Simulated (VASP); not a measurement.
# Zr8S15 (a cell with a defect) in VASP: notebook

Zr8S15 (a cell with a defect) is run at these levels: PBEsol; tasks: single point.

Everything below comes from runs of VASP 6.6.1. Logs are shortened: lines on timing, memory, paths and dates and some standing lists are left out, and cuts for length are marked.

## (1) The cell of the first run

The cell holds a defect, 23 atoms: a = 7.187 Å, b = 7.187 Å, c = 11.582 Å, α = 90.00°, β = 90.00°, γ = 120.00°.

## (2) Single point, PBEsol

INCAR reads:

```
SYSTEM = Zr8S15
PREC = Accurate
ENCUT = 400
EDIFF = 1E-6
ISMEAR = -1
SIGMA = 0.05
LREAL = .FALSE.
LASPH = .TRUE.
NELM = 120
ALGO = Normal
ISIF = 2
LWAVE = .FALSE.
LCHARG = .TRUE.
GGA = PS
LELF = .TRUE.
LVHAR = .TRUE.
NBANDS = 110
GGA_COMPAT = .FALSE.
```

KPOINTS reads:

```
regular mesh
0
G
  2 2 2
  0 0 0
```

POSCAR reads:

```
Zr8S15
1.0
    7.1865319500      0.0000000000      0.0000000000
   -3.5932659700      6.2237192300      0.0000000000
    0.0000000000      0.0000000000     11.5816051600
Zr S
8 15
Direct
   -0.0009792235      0.0001916860     -0.0031915265
    0.0026276793      0.0026680188      0.5005231935
   -0.0143522078      0.4935049102      0.0054425962
    0.0024601163      0.5026028464      0.4994245547
    0.5055335605      0.0133984193      0.0057700119
    0.5025569368      0.0025830214      0.4993103219
    0.5054696747      0.4935590579      0.0057055131
    0.5025488824      0.5026504064      0.4993667907
    0.1665005609      0.3356096126      0.1232475102
    0.3354589018      0.1690518099      0.3725235786
    0.1696642800      0.3364398236      0.6266197042
    0.3377656105      0.1695311053      0.8730299350
    0.1664510017      0.8322894733      0.1232615842
    0.3360025965      0.6692670164      0.3727457412
    0.1696650746      0.8358333350      0.6265889658
    0.6658046267      0.3336302496      0.1336098907
    0.8363722620      0.1690598437      0.3725339398
    0.6693541110      0.3359380336      0.6260050226
    0.8292501368      0.1693363664      0.8729656952
    0.6635678088      0.8324666985      0.1233250469
    0.8363514154      0.6698616769      0.3725472368
    0.6689823518      0.8358293181      0.6264982185
    0.8293696508      0.6613622575      0.8729422097
```

Potentials or basis: VASP PAW PBE potentials, release 64 (Zr_sv, S).

On the command line:

```sh
cat potpaw_PBE.64/Zr_sv/POTCAR potpaw_PBE.64/S/POTCAR > POTCAR
mpirun -np 1 vasp_std > vasp.out
```

OUTCAR:

```text
SYSTEM = Zr8S15
   PREC = Accurate
   ENCUT = 400
   EDIFF = 1E-6
   ISMEAR = -1
   LREAL = .FALSE.
   LASPH = .TRUE.
   NELM = 120
   ISIF = 2
   GGA = PS

 ion  position               nearest neighbor table
   1  0.999  0.000  0.997-  12 2.55  13 2.55   9 2.55  23 2.55  20 2.55  19 2.55   7 3.60   5 3.60
                             3 3.60   3 3.60   7 3.60   5 3.60
   2  0.003  0.003  0.501-  22 2.54  11 2.54  15 2.54  17 2.55  21 2.55  10 2.55   8 3.59   6 3.59
                             4 3.59   4 3.59   6 3.59   8 3.59
   3  0.986  0.494  0.005-  16 2.48   9 2.51  13 2.51  19 2.53  23 2.54   5 3.45   7 3.45   1 3.60
                             1 3.60   7 3.74   5 3.74
   4  0.002  0.503  0.499-  18 2.54  14 2.54  21 2.54  17 2.54  15 2.54  11 2.54   8 3.59   6 3.59
                             2 3.59   2 3.59   6 3.59   8 3.59
   5  0.506  0.013  0.006-  16 2.48  20 2.51  13 2.51  19 2.54  12 2.54   3 3.45   7 3.45   1 3.60
                             1 3.60   7 3.74   3 3.74
   6  0.503  0.003  0.499-  14 2.54  18 2.54  15 2.54  10 2.54  22 2.54  17 2.54   8 3.59   4 3.59
                             2 3.59   2 3.59   4 3.59   8 3.59
   7  0.505  0.494  0.006-  16 2.48   9 2.51  20 2.51  12 2.54  23 2.54   5 3.45   3 3.45   1 3.60
                             1 3.60   3 3.74   5 3.74
   8  0.503  0.503  0.499-  14 2.54  18 2.54  11 2.54  22 2.54  10 2.54  21 2.54   6 3.59   4 3.59
                             2 3.59   2 3.59   4 3.59   6 3.59
   9  0.167  0.336  0.123-   7 2.51   3 2.51   1 2.55
  10  0.335  0.169  0.373-   6 2.54   8 2.54   2 2.55
  11  0.170  0.336  0.627-   2 2.54   8 2.54   4 2.54
  12  0.338  0.170  0.873-   5 2.54   7 2.54   1 2.55
  13  0.166  0.832  0.123-   5 2.51   3 2.51   1 2.55
  14  0.336  0.669  0.373-   8 2.54   6 2.54   4 2.54
  15  0.170  0.836  0.627-   2 2.54   6 2.54   4 2.54
  16  0.666  0.334  0.134-   5 2.48   3 2.48   7 2.48
  17  0.836  0.169  0.373-   4 2.54   6 2.54   2 2.55
  18  0.669  0.336  0.626-   4 2.54   6 2.54   8 2.54
  19  0.829  0.169  0.873-   3 2.53   5 2.54   1 2.55
  20  0.664  0.832  0.123-   5 2.51   7 2.51   1 2.55
  21  0.836  0.670  0.373-   4 2.54   8 2.54   2 2.55
  22  0.669  0.836  0.626-   2 2.54   8 2.54   6 2.54
  23  0.829  0.661  0.873-   3 2.54   7 2.54   1 2.55

  LATTYP: Found a hexagonal cell.
 ALAT       =     7.1865319500
 C/A-ratio  =     1.6115708162

  Lattice vectors:

 A1 = (   7.1865319500,   0.0000000000,   0.0000000000)
 A2 = (  -3.5932659700,   6.2237192300,   0.0000000000)
 A3 = (   0.0000000000,   0.0000000000,  11.5816051600)

Analysis of symmetry for initial positions (statically):
=====================================================================
 Subroutine PRICEL returns:
 Original cell was already a primitive cell.

 Routine SETGRP: Setting up the symmetry group for a
 hexagonal supercell.

 Subroutine GETGRP returns: Found  1 space group operations
 (whereof  1 operations were pure point group operations)
 out of a pool of 24 trial point group operations.

The static configuration has the point symmetry C_1 .

Analysis of symmetry for dynamics (positions and initial velocities):
=====================================================================
 Subroutine PRICEL returns:
 Original cell was already a primitive cell.

 Routine SETGRP: Setting up the symmetry group for a
 hexagonal supercell.

 Subroutine GETGRP returns: Found  1 space group operations
 (whereof  1 operations were pure point group operations)
 out of a pool of 24 trial point group operations.

The dynamic configuration has the point symmetry C_1 .

 Subroutine INISYM returns: Found  1 space group operations
 (whereof  1 operations are pure point group operations),
 and found     1 'primitive' translations

----------------------------------------------------------------------------------------

                                     Primitive cell

  volume of cell :     518.0100

  direct lattice vectors                    reciprocal lattice vectors
     7.186531950  0.000000000  0.000000000     0.139149176  0.080337814  0.000000000
    -3.593265970  6.223719230  0.000000000     0.000000000  0.160675629  0.000000000
     0.000000000  0.000000000 11.581605160     0.000000000  0.000000000  0.086343817

  length of vectors
     7.186531950  7.186531944 11.581605160     0.160675629  0.160675629  0.086343817

  position of ions in fractional coordinates (direct lattice)
     0.999020776  0.000191686  0.996808474
     0.002627679  0.002668019  0.500523194
     0.985647792  0.493504910  0.005442596
     0.002460116  0.502602846  0.499424555
     0.505533560  0.013398419  0.005770012
     0.502556937  0.002583021  0.499310322
[... 15 lines left out ...]
     0.668982352  0.835829318  0.626498218
     0.829369651  0.661362258  0.872942210

  ion indices of the primitive-cell ions
   primitive index   ion index
                 1           1
                 2           2
                 3           3
                 4           4
                 5           5
                 6           6
[... 15 lines left out ...]
                22          22
                23          23

----------------------------------------------------------------------------------------

 KPOINTS: regular mesh

Automatic generation of k-mesh.
 Grid dimensions read from file:
 generate k-points for:    2    2    2

 Generating k-lattice:

  Cartesian coordinates                     Fractional coordinates (reciprocal lattice)
     0.069574588  0.040168907  0.000000000     0.500000000  0.000000000  0.000000000
     0.000000000  0.080337814  0.000000000     0.000000000  0.500000000  0.000000000
     0.000000000  0.000000000  0.043171909     0.000000000  0.000000000  0.500000000

  Length of vectors
     0.080337814  0.080337814  0.043171909

  Shift w.r.t. Gamma in fractional coordinates (k-lattice)
     0.000000000  0.000000000  0.000000000

 Subroutine IBZKPT returns following result:
 ===========================================

 Found      8 irreducible k-points:

 Following reciprocal coordinates:
            Coordinates               Weight
  0.000000  0.000000  0.000000      1.000000
  0.500000  0.000000  0.000000      1.000000
  0.000000  0.500000  0.000000      1.000000
  0.500000  0.500000  0.000000      1.000000
  0.000000  0.000000  0.500000      1.000000
  0.500000  0.000000  0.500000      1.000000
  0.000000  0.500000  0.500000      1.000000
  0.500000  0.500000  0.500000      1.000000
   k-points           NKPTS =      8   k-points in BZ     NKDIM =      8   number of bands    NBANDS=    110
   number of dos      NEDOS =    301   number of ions     NIONS =     23
   total plane-waves  NPLWV = 184320
   dimension x,y,z NGX =    48 NGY =   48 NGZ =   80
   dimension x,y,z NGXF=    96 NGYF=   96 NGZF=  160
   ions per type =               8  15
   NGX,Y,Z   is equivalent  to a cutoff of  11.10, 11.10, 11.48 a.u.
   NGXF,Y,Z  is equivalent  to a cutoff of  22.21, 22.21, 22.97 a.u.
 SYSTEM =  Zr8S15
   PREC   = accura    normal or accurate (medium, high low for compatibility)
   ISTART =      0    job   : 0-new  1-cont  2-samecut
   ICHARG =      2    charge: 1-file 2-atom 10-const
   ISPIN  =      1    spin polarized calculation?
   LNONCOLLINEAR =      F non collinear calculations
   LSORBIT =      F    spin-orbit coupling
   LASPH  =      T    aspherical Exc in radial PAW
   ENCUT  =  400.0 eV  29.40 Ry    5.42 a.u.  11.72 11.72 18.89*2*pi/ulx,y,z
   NELM   =    120;   NELMIN=  2; NELMDL= -5     # of ELM steps
   EDIFF  = 0.1E-05   stopping-criterion for ELM
   LREAL  =      F    real-space projection
   EDIFFG = 0.1E-04   stopping-criterion for IOM
   NSW    =      0    number of steps for IOM
   IBRION =     -1    ionic relax: 0-MD 1-quasi-New 2-CG
   NFREE  =      0    steps in history (QN), initial steepest desc. (CG)
   ISIF   =      2    stress and relaxation
   ISYM   =      2    0-nonsym 1-usesym 2-fastsym
   POTIM  = 0.5000    time-step for ionic-motion
   TEBEG  =    0.0;   TEEND  =   0.0 temperature during run
   PSTRESS=    0.0 pullay stress
   NELECT =     186.0000    total number of electrons
   NUPDOWN=      -1.0000    fix difference up-down
   EMIN   =  10.00;   EMAX   =-10.00  energy-range for DOS
   EFERMI =   0.00;   METHOD = LEGACY
   ISMEAR =    -1;   SIGMA  =   0.05  broadening in eV -4-tet -1-fermi 0-gaus
   EFERMI_NEDOS =   21; number of points for ismear=-14 and -15
   IALGO  =     38    algorithm
   IMIX   =      4    mixing-type and parameters
     AMIX     =   0.40;   BMIX     =  1.00
     AMIX_MAG =   1.60;   BMIX_MAG =  1.00
  volume/ion in A,a.u.               =      22.52       151.99
  Fermi-wavevector in a.u.,A,eV,Ry     =   1.163589  2.198865 18.421478  1.353940
  Thomas-Fermi vector in A             =   2.300137
   LORBIT       =      0    0 simple, 1 ext, 2 COOP (PROOUT), +10 PAW based schemes
   GGA     = PS    functional components
   LHFCALC =     F    Hartree Fock is set to
   AEXX    =    0.0000 exact exchange contribution
   IVDW    =     0    specifies the selected vdW correction
   LEPSILON=     F    determine dielectric tensor
   LRPA    =     F    only Hartree local field effects (RPA)
 non-spin polarized calculation
  energy-cutoff  :      400.00
  volume of cell :      518.01
 maximum number of plane-waves:      9464
 NGX is ok and might be reduce to    48
   NGX = 23   NGY = 23   NGZ = 37

 number of electron     186.0000008 magnetization

 Free energy of the ion-electron system (eV)
  ---------------------------------------------------
  ext. energy  EPLUGINS =         0.00000000
  ---------------------------------------------------
  free energy    TOTEN  =      -172.19345285 eV

  energy without entropy =     -172.10597424  energy(sigma->0) =     -172.14971354

 E-fermi :   5.5835     XC(G=0):  -9.8265

 val. band max:        5.5522968518   @ k =   0.0000   0.0000   0.0000
 cond. band min:       5.6654320213   @ k =   0.0000   0.0000   0.0000
 fundamental gap:      0.1131351695
 Fermi energy:         5.5834594906

 k-point     1 :       0.0000    0.0000    0.0000
  band No.  band energies     occupation
      1     -43.9356      2.00000
      2     -43.9106      2.00000
      3     -43.8961      2.00000
      4     -43.8954      2.00000
      5     -43.8289      2.00000
      6     -43.8066      2.00000
[... 853 lines left out ...]
    104       7.4525      0.00000
    105       7.5148      0.00000
 [bands above 105 left out]

------------------------ aborting loop because EDIFF is reached ----------------------------------------

  FORCE on cell =-STRESS in cart. coord.  units (eV):
  Direction    XX          YY          ZZ          XY          YZ          ZX
  --------------------------------------------------------------------------------------
  -------------------------------------------------------------------------------------
  Total        4.3417958      4.3344587      1.3360636      0.0052202     -0.0157352     -0.0130754
  in kB       13.4289443     13.4062509      4.1323740      0.0161458     -0.0486680     -0.0404415
  external PRESSURE =      10.3225230 kB  Pullay stress =       0.0000000 kB

 VOLUME and BASIS-vectors are now :
 -----------------------------------------------------------------------------
  energy-cutoff  :      400.00
  volume of cell :      518.01
      direct lattice vectors                 reciprocal lattice vectors
     7.186531950  0.000000000  0.000000000     0.139149176  0.080337814  0.000000000
    -3.593265970  6.223719230  0.000000000     0.000000000  0.160675629  0.000000000
     0.000000000  0.000000000 11.581605160     0.000000000  0.000000000  0.086343817

 POSITION                                       TOTAL-FORCE (eV/Angst)
 -----------------------------------------------------------------------------------
      7.17881      0.00119     11.54464        -0.000182      0.001259     -0.003658
      0.00930      0.01660      5.79686        -0.000397     -0.001188     -0.002495
      5.31009      3.07144      0.06303         0.011995      0.009823     -0.008504
     -1.78831      3.12806      5.78414         0.001438     -0.001264      0.000128
      3.58489      0.08339      0.06683         0.001317     -0.012861     -0.010167
      3.60236      0.01608      5.78282         0.000005      0.000258      0.000398
[... 15 lines left out ...]
      1.80431      5.20197      7.25586        -0.001405     -0.001633      0.021724
      3.58384      4.11613     10.11007        -0.001362     -0.002595     -0.018475
 -----------------------------------------------------------------------------------
    total drift:                               -0.000222     -0.000615     -0.000725

  FREE ENERGIE OF THE ION-ELECTRON SYSTEM (eV)
  ---------------------------------------------------
  free  energy   TOTEN  =      -172.1934528490 eV

  energy  without entropy=     -172.1059742409  energy(sigma->0) =     -172.14971354
```

It took 8.8 min on 1 thread of Intel Xeon Platinum 8488C (Sapphire Rapids), shared host; peak memory 0.55 GiB.

What came out:

| Item | Value |
| --- | --- |
| Free energy | -172.1935 eV |
| Pressure | 1.0 GPa |
| Largest force | 0.025 eV/Å |
| Band gap on the k mesh | zero (filled and empty bands touch) |

Forces on the atoms (eV/Å):
```
Zr   0.000  0.001 -0.004
Zr   0.000 -0.001 -0.002
Zr   0.012  0.010 -0.009
Zr   0.001 -0.001  0.000
Zr   0.001 -0.013 -0.010
Zr   0.000  0.000  0.000
Zr  -0.005  0.008 -0.010
Zr   0.001 -0.002  0.000
S    0.002  0.001  0.021
S   -0.002 -0.001 -0.018
S   -0.002  0.000  0.019
S    0.001  0.003 -0.020
S    0.003  0.000  0.020
S   -0.002 -0.001 -0.019
S   -0.001 -0.002  0.019
S   -0.002  0.001  0.025
S   -0.001  0.000 -0.019
S   -0.002  0.000  0.020
S    0.000  0.002 -0.020
S   -0.001 -0.001  0.022
S   -0.001  0.001 -0.019
S   -0.001 -0.002  0.022
S   -0.001 -0.003 -0.018
```

Levels at points of the mesh, in eV from the Fermi level:
```
           k point  band 89  band 90  band 91  band 92  band 93  band 94  band 95  band 96  band 97  band 98
(0.00, 0.00, 0.00)    -1.30    -0.99    -0.74    -0.74    -0.17    -0.03    -0.03     0.08     0.22     0.22
(0.50, 0.00, 0.00)    -1.64    -1.63    -1.36    -1.31    -0.05     0.36     0.42     0.59     0.62     0.85
(0.00, 0.50, 0.00)    -1.64    -1.63    -1.36    -1.31    -0.05     0.36     0.42     0.59     0.62     0.85
(0.50, 0.50, 0.00)    -1.64    -1.63    -1.36    -1.31    -0.05     0.36     0.42     0.59     0.62     0.85
(0.00, 0.00, 0.50)    -1.34    -1.34    -0.75    -0.74    -0.24     0.09     0.09     0.17     0.17     0.18
(0.50, 0.00, 0.50)    -1.63    -1.58    -1.33    -1.15    -0.04     0.35     0.41     0.58     0.60     0.85
(0.00, 0.50, 0.50)    -1.63    -1.58    -1.33    -1.15    -0.03     0.35     0.41     0.58     0.60     0.85
(0.50, 0.50, 0.50)    -1.63    -1.58    -1.33    -1.15    -0.04     0.35     0.41     0.58     0.60     0.85
```

Caveat: the k points lie up to 0.50 Å⁻¹ apart; the PAW data sets were made with another functional, which shifts forces and pressure a little.

## (3) Single point, PBEsol

INCAR reads:

```
PREC = Accurate
ENCUT = 400
EDIFF = 1E-6
ISMEAR = -1
SIGMA = 0.05
LREAL = False
LASPH = True
NELM = 120
ALGO = Normal
ISIF = 2
LWAVE = False
LCHARG = True
GGA = PS
LELF = True
LVHAR = True
NBANDS = 110
GGA_COMPAT = False
```

KPOINTS reads:

```
Automatic mesh
0
Gamma
  2 2 2
```

POSCAR reads:

```
Zr8S15
1.0
    7.1865319500      0.0000000000      0.0000000000
   -3.5932659700      6.2237192300      0.0000000000
    0.0000000000      0.0000000000     11.5816051600
Zr S
8 15
Direct
   -0.0127340065     -0.0053662446      0.0059641128
    0.0013000299      0.0015386298      0.4990804746
    0.0006029279      0.5013539147     -0.0025981718
    0.0010314425      0.5013955297      0.5004543774
    0.5071409975     -0.0053884179      0.0060988955
    0.5012813443      0.0013209143      0.4988803296
    0.5071382028      0.5144653674      0.0061191863
    0.5012235310      0.5015698628      0.4989806612
    0.1681782794      0.3333879507      0.1237233510
    0.3344892183      0.1681811086      0.3723400980
    0.1684126418      0.3344956485      0.6263095572
    0.3390944212      0.6704666206      0.8734468893
    0.1682566724      0.8368500904      0.1237222285
    0.3338990831      0.6677174606      0.3722443427
    0.1684697885      0.8356018014      0.6262435906
    0.6649031522      0.3334080352      0.1237673000
    0.8351345283      0.1689393369      0.3722476237
    0.6674361944      0.3345147689      0.6262500664
    0.8311417694      0.1625838124      0.8734604453
    0.6673049958      0.8346330880      0.1339462863
    0.8350856548      0.6677762679      0.3723008115
    0.6678721352      0.8348631755      0.6256002428
    0.8310323763      0.6705047008      0.8734051852
```

Potentials or basis: VASP PAW PBE potentials, release 64 (Zr_sv, S).

On the command line:

```sh
cat potpaw_PBE.64/Zr_sv/POTCAR potpaw_PBE.64/S/POTCAR > POTCAR
mpirun -np 1 vasp_std > vasp.out
```

Run time: 15 min. Hardware: 1 thread of Intel Xeon 8259CL, shared host; peak memory 0.57 GiB.

It converged, with:

```
Free energy   : -172.1934 eV
Pressure      : 1.0 GPa
Largest force : 0.033 eV/Å
```

Forces in eV/Å, atoms in the order of the input:
```
Zr   0.013  0.007 -0.017
Zr   0.005  0.000  0.000
Zr  -0.003 -0.003 -0.007
Zr   0.002  0.002  0.003
Zr  -0.012  0.007 -0.020
Zr  -0.007  0.007  0.001
Zr  -0.001 -0.014 -0.018
Zr   0.004 -0.007  0.003
S    0.000  0.002  0.021
S    0.004  0.000 -0.013
S   -0.007  0.003  0.023
S    0.007  0.007 -0.020
S    0.001 -0.003  0.021
S    0.000  0.002 -0.020
S   -0.001 -0.008  0.024
S    0.003  0.003  0.020
S   -0.002  0.001 -0.019
S    0.000  0.000  0.021
S   -0.003 -0.005 -0.024
S   -0.001 -0.001  0.033
S   -0.001  0.000 -0.019
S    0.000 -0.001  0.027
S   -0.002  0.001 -0.019
```

Stress tensor (GPa, compression positive):
```
1.35 0.00 0.00
0.00 1.35 0.00
0.00 0.00 0.43
```

Levels at points of the mesh, in eV from the Fermi level:
```
           k point  band 91  band 92  band 93  band 94  band 95  band 96
(0.00, 0.00, 0.00)    -0.74    -0.74    -0.17    -0.03    -0.03     0.08
(0.50, 0.00, 0.00)    -1.36    -1.31    -0.05     0.36     0.42     0.59
(0.00, 0.50, 0.00)    -1.36    -1.31    -0.05     0.36     0.42     0.59
(0.50, 0.50, 0.00)    -1.36    -1.31    -0.05     0.36     0.42     0.59
(0.00, 0.00, 0.50)    -0.75    -0.75    -0.24     0.09     0.09     0.17
(0.50, 0.00, 0.50)    -1.33    -1.15    -0.04     0.35     0.41     0.58
(0.00, 0.50, 0.50)    -1.33    -1.15    -0.04     0.35     0.41     0.59
(0.50, 0.50, 0.50)    -1.33    -1.15    -0.04     0.35     0.41     0.58
```

Caveat: the k points lie up to 0.50 Å⁻¹ apart; the PAW data sets were made with another functional, which shifts forces and pressure a little.
